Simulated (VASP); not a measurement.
# Pt9Se17 (a cell with a defect) in VASP: further runs, part 2 of 2

VASP 6.6.1. Earlier steps stand in the parts before.

**4. Single point, PBE, collinear spin (atoms taken out, then relaxed in part)**

INCAR reads:

```
  ALGO = Normal
  EDIFF = 1E-6
  ENCUT = 520
  GGA = PE
  ISIF = 2
  ISMEAR = 0
  ISPIN = 2
  LASPH = T
  LCHARG = F
  LMAXMIX = 4
  LORBIT = 11
  LREAL = Auto
  LUSENCCL = F
  LWAVE = F
  MAGMOM = 0.333 0 0 0.333 0 0 0 0 0.333 0 0 0 0 0 0 0 0 0 0 0 0 0 0 0 0 0
  NBANDS = 119
  NELECT = 193.0
  NELM = 150
  PREC = Accurate
  SIGMA = 0.01
```

KPOINTS reads:

```
Automatic mesh
0
Gamma
  2 2 2
  0.5 0.5 0.5
```

POSCAR reads:

```
Pt9Se17
1.0
   -5.6273392466      3.2489458289      6.5013329040
    0.0000000000     -6.4978916577      6.5013329040
    5.6273392466      3.2489458289      6.5013329040
Pt Se
9 17
Direct
    0.6664865863      0.6695214822      0.6681730906
   -0.0028418006      0.3312677180      0.6658538147
    0.3330505938      0.6671674279     -0.0004050991
    0.3353883011      0.0005926727      0.6681494777
    0.6650788460      0.3315914829     -0.0018680082
   -0.0020477974      0.6674105280      0.3342471056
   -0.0025190220     -0.0008028685     -0.0018699127
    0.3332845960      0.3320726564      0.3342406697
    0.6659949179      0.0001220967      0.3374002808
    0.8172117577      0.4924051346      0.4893546390
    0.1579964848      0.8215373638      0.8185545809
    0.1582661217      0.1513364639      0.4893204309
    0.4874426413      0.4921219273      0.8185507356
    0.8174044371      0.8238061708      0.1592887873
    0.8184043143      0.1525150939      0.8196654796
    0.1544173796      0.4885423633      0.1555116415
    0.4896787334      0.1515237578      0.1592805549
    0.5111750145      0.5099155762      0.1772434105
    0.8572393382      0.1913570824      0.1624900866
    0.1759105472      0.5100269158      0.5121833949
    0.1758008426      0.8452926947      0.1772416897
    0.5117343675      0.1724052605      0.5128935589
    0.8511437221      0.5007495890      0.8518426412
    0.8382883113      0.8458691559      0.5128977051
    0.1666854909      0.1852097636      0.8517883368
    0.5116019420      0.8457364754      0.8404999933
```

Potentials or basis: VASP PAW PBE potentials, release 64 (Pt, Se).

The run is started by

```sh
$ cat potpaw_PBE.64/Pt/POTCAR potpaw_PBE.64/Se/POTCAR > POTCAR
$ mpirun -np 1 vasp_std > vasp.out
```

OUTCAR:

```text
EDIFF = 1E-6
   ENCUT = 520
   GGA = PE
   ISIF = 2
   ISMEAR = 0
   ISPIN = 2
   LASPH = T
   LORBIT = 11
   LREAL = Auto
   NELECT = 193.0
   NELM = 150
   PREC = Accurate

 ion  position               nearest neighbor table
   1  0.666  0.670  0.668-  24 2.48  26 2.48  10 2.52  13 2.52  23 2.63
   2  0.997  0.331  0.666-  23 2.51  25 2.51  20 2.53  15 2.53  10 2.54  12 2.54
   3  0.333  0.667  1.000-  11 2.53  13 2.53  21 2.53  18 2.53  16 2.54  26 2.54
   4  0.335  0.001  0.668-  22 2.48  26 2.48  12 2.52  11 2.52  25 2.63
   5  0.665  0.332  0.998-  23 2.51  19 2.51  15 2.53  18 2.53  17 2.54  13 2.55
   6  0.998  0.667  0.334-  10 2.53  14 2.53  21 2.53  20 2.53  16 2.54  24 2.55
   7  0.997  0.999  0.998-  25 2.51  19 2.51  15 2.53  21 2.53  14 2.54  11 2.55
   8  0.333  0.332  0.334-  12 2.53  17 2.53  18 2.53  20 2.53  16 2.54  22 2.55
[... 1172 lines left out ...]
     -3.73489     -0.00852     13.00013         0.003881      0.005072     -0.001141
[... 18 lines left out ...]
      3.85531      2.10549      7.82555        -0.006656     -0.001185      0.011269
      1.85082     -1.10260     14.28888        -0.000323      0.003894      0.006217
 -----------------------------------------------------------------------------------
    total drift:                                0.005539     -0.055870     -0.018107

  FREE ENERGIE OF THE ION-ELECTRON SYSTEM (eV)
  ---------------------------------------------------
  free  energy   TOTEN  =      -119.9488195614 eV

  energy  without entropy=     -119.9488195609  energy(sigma->0) =     -119.94881956

 total charge

# of ion       s       p       d       tot
------------------------------------------
    1        0.648   0.566   8.064   9.278
    2        0.671   0.682   7.994   9.348
    3        0.669   0.674   7.997   9.341
    4        0.648   0.566   8.064   9.278
    5        0.671   0.683   7.995   9.349
    6        0.669   0.672   7.998   9.339
[... 18 lines left out ...]
   25        1.490   2.206   0.056   3.752
   26        1.471   2.266   0.062   3.799
--------------------------------------------------
tot         31.075  43.966  73.137 148.177

 magnetization (x)

# of ion       s       p       d       tot
------------------------------------------
    1        0.004   0.008   0.077   0.089
    2       -0.001  -0.001   0.007   0.006
    3       -0.000  -0.000   0.003   0.003
    4        0.004   0.008   0.077   0.089
    5       -0.000  -0.000   0.004   0.003
    6       -0.000   0.000   0.001   0.001
[... 18 lines left out ...]
   25        0.003   0.073   0.001   0.077
   26        0.000   0.006   0.000   0.006
--------------------------------------------------
tot          0.016   0.184   0.167   0.368
```

It took 2.5 min on 1 × NVIDIA H100 80GB with 1 thread of AMD EPYC 7R13 (Zen 3), shared host; peak memory 1.9 GiB.

What came out:

| Quantity | Value |
| --- | --- |
| Free energy | -119.9488 eV |
| Largest force | 0.013 eV/Å |
| Net moment | 0.50 μB per cell |
| Site moments | Pt +0.09, +0.01, +0.00, -0.01 (each value once); Se +0.01, -0.00, +0.00, -0.01, +0.08 (each value once) μB |
| Valence electrons inside the program's atomic spheres | Pt 9.28, 9.35, 9.34 (each value once); Se 3.78, 3.79, 3.75, 3.80 (each value once) |

Forces on the atoms (eV/Å):
```
Pt  -0.002  0.011 -0.006
Pt  -0.001  0.001 -0.004
Pt  -0.002  0.001  0.000
Pt   0.003  0.000 -0.001
Pt   0.001  0.001 -0.002
Pt   0.004  0.005 -0.001
Pt  -0.001  0.003 -0.002
Pt  -0.002 -0.002  0.003
Pt  -0.008 -0.003  0.002
Se   0.000 -0.004 -0.008
Se   0.000 -0.008 -0.005
Se   0.003 -0.004 -0.003
Se  -0.002 -0.004 -0.007
Se   0.000 -0.007  0.000
Se  -0.002 -0.001  0.002
Se   0.003  0.001  0.006
Se  -0.004 -0.003  0.001
Se  -0.006 -0.001 -0.001
Se   0.003  0.002 -0.002
Se   0.005  0.000  0.000
Se   0.008  0.003 -0.004
Se   0.002  0.002  0.003
Se   0.002 -0.002  0.005
Se   0.001  0.005  0.007
Se  -0.007 -0.001  0.011
Se   0.000  0.004  0.006
```

Caveat: the k points lie up to 0.36 Å⁻¹ apart; the cell carries a net charge on a neutralising background, which shifts energy and pressure; the cell differs from its parent crystal (atoms taken out, then relaxed in part); the cell is charged against a uniform background, so pressure and absolute levels hang on convention; spin-orbit coupling is left out, which moves the levels of the heavy elements.

**5. Single point, PBE, collinear spin (atoms taken out, then relaxed in part)**

INCAR reads:

```
SYSTEM = Pt9Se17
ALGO     = Normal         ! electronic algorithm
EDIFF    = 1E-6           ! SCF threshold, eV
ENCUT    = 520            ! plane-wave cutoff, eV
GGA      = PE             ! functional
ISIF     = 2              ! what is computed and relaxed
ISMEAR   = 0              ! smearing method
ISPIN    = 2              ! spin polarisation
LASPH    = .True.         ! aspherical terms in the spheres
LCHARG   = .True.         ! write CHGCAR
LELF     = .True.         ! ELF
LMAXMIX  = 4              ! l up to which the mixer works
LORBIT   = 11             ! projections on sites
LREAL    = Auto         
LUSENCCL = .False.      
LVHAR    = .True.       
LWAVE    = .False.        ! write WAVECAR
MAGMOM   = 1 0 0 1 0 0 0 0 1 0 0 0 0 0 0 0 0 0 0 0 0 0 0 0 0 0 ! initial moments
NBANDS   = 119            ! bands
NELECT   = 193.0        
NELM     = 150            ! most SCF steps
PREC     = Accurate       ! precision mode
SIGMA    = 0.01           ! smearing width, eV
```

KPOINTS is that of step 4.

POSCAR is that of step 4.

The run is started by

```sh
$ cat potpaw_PBE.64/Pt/POTCAR potpaw_PBE.64/Se/POTCAR > POTCAR
$ mpirun -np 1 vasp_std > vasp.out
```

Wall time 3.4 min (1 × NVIDIA H100 80GB with 1 thread of AMD EPYC 7R13 (Zen 3), shared host); peak memory 1.9 GiB.

The run converged. Its results:

- Free energy: -119.9488 eV
- Largest force: 0.013 eV/Å
- Net moment: 0.50 μB per cell
- Site moments: Pt +0.09, +0.01, +0.00, -0.01 (each value once); Se +0.01, -0.00, +0.00, -0.01, +0.08 (each value once) μB
- Valence electrons inside the program's atomic spheres: Pt 9.28, 9.35, 9.34 (each value once); Se 3.78, 3.79, 3.75, 3.80 (each value once)

Forces on the atoms (eV/Å):
```
Pt  -0.002  0.011 -0.006
Pt  -0.001  0.001 -0.004
Pt  -0.002  0.001  0.000
Pt   0.004  0.000 -0.001
Pt   0.001  0.001 -0.002
Pt   0.004  0.005 -0.001
Pt  -0.001  0.003 -0.002
Pt  -0.002 -0.002  0.003
Pt  -0.008 -0.003  0.002
Se   0.000 -0.004 -0.008
Se   0.000 -0.008 -0.005
Se   0.003 -0.004 -0.003
Se  -0.002 -0.004 -0.007
Se   0.000 -0.007  0.000
Se  -0.002 -0.001  0.002
Se   0.003  0.001  0.006
Se  -0.004 -0.003  0.001
Se  -0.006 -0.001 -0.001
Se   0.003  0.002 -0.002
Se   0.005  0.000  0.000
Se   0.008  0.003 -0.004
Se   0.002  0.002  0.003
Se   0.002 -0.002  0.005
Se   0.001  0.005  0.007
Se  -0.007 -0.001  0.011
Se   0.000  0.004  0.006
```

Levels at points of the mesh, in eV from the Fermi level:
Spin up:
```csv
k point,band 93,band 94,band 95,band 96,band 97,band 98,band 99,band 100,band 101,band 102
"(0.25, 0.25, 0.25)",-1.24,-1.15,-1.14,-0.92,0.31,0.37,0.59,0.63,0.65,0.93
```
Spin down:
```csv
k point,band 92,band 93,band 94,band 95,band 96,band 97,band 98,band 99,band 100,band 101
"(0.25, 0.25, 0.25)",-1.24,-1.23,-1.14,-1.14,-0.84,0.40,0.45,0.60,0.66,0.66
```

Caveat: the k points lie up to 0.36 Å⁻¹ apart; the cell carries a net charge on a neutralising background, which shifts energy and pressure; the cell differs from its parent crystal (atoms taken out, then relaxed in part); the cell is charged against a uniform background, so pressure and absolute levels hang on convention; spin-orbit coupling is left out, which moves the levels of the heavy elements.
